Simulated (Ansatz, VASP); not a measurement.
**Two plane-wave programs on Bi**

```
Bi
1.0
     6.56806    0.00000    0.00000
    -3.28403    5.68811    0.00000
     0.00000    0.00000    6.49094
Bi
6
Direct
  0.50000 0.00000 0.74650
  0.00000 0.50000 0.74650
  0.50000 0.50000 0.74650
  0.00000 0.50000 0.25350
  0.50000 0.00000 0.25350
  0.50000 0.50000 0.25350
```

Alike in both runs: functional PBE; k mesh 6 × 6 × 6; occupations gaussian, width 0.1 eV; no spin polarisation.

Ansatz relaxed the structure, and its values are those at the end. VASP's run is a single point on that final structure, the one shown.

|  | VASP | Ansatz |
| --- | --- | --- |
| version | VASP 6.6.1 | Ansatz 0.2.0 |
| potentials or method | VASP PAW PBE potentials, release 64 (Bi_d), cutoff 520 eV | scalar-relativistic, plane waves, PAW |
| valence electrons in the cell | 90 | 90 |

VASP gave:

| Property | Result |
| --- | --- |
| gap on the k mesh at the Fermi level (eV) | none |
| pressure (GPa) | -0.1 |

Q: Which values does Ansatz return?

A: gap on the k mesh at the Fermi level (eV): none; pressure (GPa): 0.0.

A gap of «none» marks a metal or a gap that the smearing closes. The functional is the same, so the differences come from potentials, cutoffs and numerics.

Neither program's run includes spin-orbit coupling.
